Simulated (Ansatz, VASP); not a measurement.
## Sr4Ti3FeO12: VASP beside Ansatz

Contents of INCAR:

```
SYSTEM = Sr4Ti3FeO12
  ALGO = Normal
  EDIFF = 1E-6
  ENCUT = 520
  GGA = PS
  ISIF = 2
  ISMEAR = 0
  ISPIN = 2
  LASPH = .TRUE.
  LCHARG = .TRUE.
  LDAU = .TRUE.
  LDAUJ = 0 0 0 0
  LDAUL = -1 2 -1 -1
  LDAUPRINT = 1
  LDAUTYPE = 2
  LDAUU = 0 4 0 0
  LELF = .TRUE.
  LMAXMIX = 4
  LORBIT = 11
  LREAL = Auto
  LVHAR = .TRUE.
  LWAVE = .FALSE.
  MAGMOM = 0 0 0 0 4 0 0 0 0 0 0 0 0 0 0 0 0 0 0 0
  NBANDS = 98
  NELM = 150
  PREC = Accurate
  SIGMA = 0.05
```

The input KPOINTS:

```
k-points
0
G
  3 3 2
  0 0 0
```

POSCAR

```
Sr4Ti3FeO12
1.0
    3.9033639000      3.9033639000      0.0000000000
   -3.9033639000      3.9033639000      0.0000000000
    0.0000000000      0.0000000000      7.8067278000
Sr Fe Ti O
4 1 3 12
Direct
    0.5000000000      0.0000000000      0.2481632609
    0.5000000000      0.0000000000      0.7518367391
    0.0000000000      0.5000000000      0.2481632609
    0.0000000000      0.5000000000      0.7518367391
    0.0000000000      1.0000000000      1.0000000000
    0.0000000000      1.0000000000      0.5000000000
    0.5000000000      0.5000000000      1.0000000000
    0.5000000000      0.5000000000      0.5000000000
    0.0000000000      1.0000000000      0.2505346730
    0.0000000000      1.0000000000      0.7494653270
    0.5000000000      0.5000000000      0.2498405822
    0.5000000000      0.5000000000      0.7501594178
    0.2502656258      0.7497343742      1.0000000000
    0.2502331082      0.7497668918      0.5000000000
    0.7497343742      0.2502656258      1.0000000000
    0.7497668918      0.2502331082      0.5000000000
    0.2502656258      0.2502656258      1.0000000000
    0.2502331082      0.2502331082      0.5000000000
    0.7497343742      0.7497343742      1.0000000000
    0.7497668918      0.7497668918      0.5000000000
```

Input for Ansatz:

```yaml
crystal:
  lattice:
    - [3.9033639, 3.9033639, 0.0]
    - [-3.9033639, 3.9033639, 0.0]
    - [0.0, 0.0, 7.8067278]
  atoms:
    - { symbol: Sr, position: [0.5, 0.0, 0.2481632609] }
    - { symbol: Sr, position: [0.5, 0.0, 0.7518367391] }
    - { symbol: Sr, position: [0.0, 0.5, 0.2481632609] }
    - { symbol: Sr, position: [0.0, 0.5, 0.7518367391] }
    - { symbol: Fe, position: [0.0, 1.0, 1.0], spin: 4.0 }
    - { symbol: Ti, position: [0.0, 1.0, 0.5] }
    - { symbol: Ti, position: [0.5, 0.5, 1.0] }
    - { symbol: Ti, position: [0.5, 0.5, 0.5] }
    - { symbol: O, position: [0.0, 1.0, 0.250534673] }
    - { symbol: O, position: [0.0, 1.0, 0.749465327] }
    - { symbol: O, position: [0.5, 0.5, 0.2498405822] }
    - { symbol: O, position: [0.5, 0.5, 0.7501594178] }
    - { symbol: O, position: [0.2502656258, 0.7497343742, 1.0] }
    - { symbol: O, position: [0.2502331082, 0.7497668918, 0.5] }
    - { symbol: O, position: [0.7497343742, 0.2502656258, 1.0] }
    - { symbol: O, position: [0.7497668918, 0.2502331082, 0.5] }
    - { symbol: O, position: [0.2502656258, 0.2502656258, 1.0] }
    - { symbol: O, position: [0.2502331082, 0.2502331082, 0.5] }
    - { symbol: O, position: [0.7497343742, 0.7497343742, 1.0] }
    - { symbol: O, position: [0.7497668918, 0.7497668918, 0.5] }
basis:
  ecutwfc: 420
  ecutrho_ratio: 4
kpoints:
  mp_grid: { grid: [3, 3, 2] }
hamiltonian:
  xc: pbesol
  hubbard: { sites: [{ site: 4, l: d, u_eff: 4.0 }] }
scf:
  occupations: { method: gaussian, width: 0.05 }
output:
  forces: true
  stress: true
  eigenvalues: true
  populations: true
  hubbard: { sites: [{ site: 4, l: d }] }
  write_density: true
  write_potential: true
  elf: true
  volumetric_format: npy
magnetization:
  spin_polarized: true
```

Alike in both runs: task single point; functional PBEsol; k mesh 3 × 3 × 2; occupations gaussian, width 0.05 eV; collinear spin; Hubbard terms Fe d U = 4.0 eV.

|  | VASP | Ansatz |
| --- | --- | --- |
| version | VASP 6.6.1 | Ansatz 0.2.0 |
| potentials or method | VASP PAW PBE potentials, release 64 (Sr_sv, Fe, Ti_sv, O), cutoff 520 eV | scalar-relativistic, plane waves, PAW |
| valence electrons in the cell | 156 | 164 |

```csv
,VASP,Ansatz,Ansatz less VASP
gap on the k mesh at the Fermi level (eV),none,none,-
pressure (GPa),-2.5,-2.9,-0.40
"traceless stress, the component that is largest in VASP (GPa)",0.07,0.06,-0.004
rms of the force components (eV/Å),0.026,0.003,-0.0232
net moment per atom (μB),0.21,0.20,-0.003
size of the moment on the site where the two differ most (μB),3.87,3.51,-0.352
```

VASP's potentials were made for PBE, not for PBEsol. Site moments also hang on the region over which each program counts them. The programs project onto different local orbitals, so the same U acts differently, and such runs can settle in different states. Atom by atom the forces differ by 0.025 eV/Å (rms over components). A gap of «none» marks a metal or a gap that the smearing closes. VASP's potentials hold 156 valence electrons a cell and Ansatz's 164, so a difference there can come from the potentials and not from the codes. Ansatz's warnings: filled band counts differ across k points.

The k mesh is coarse, so the values compare programs but aren't converged.
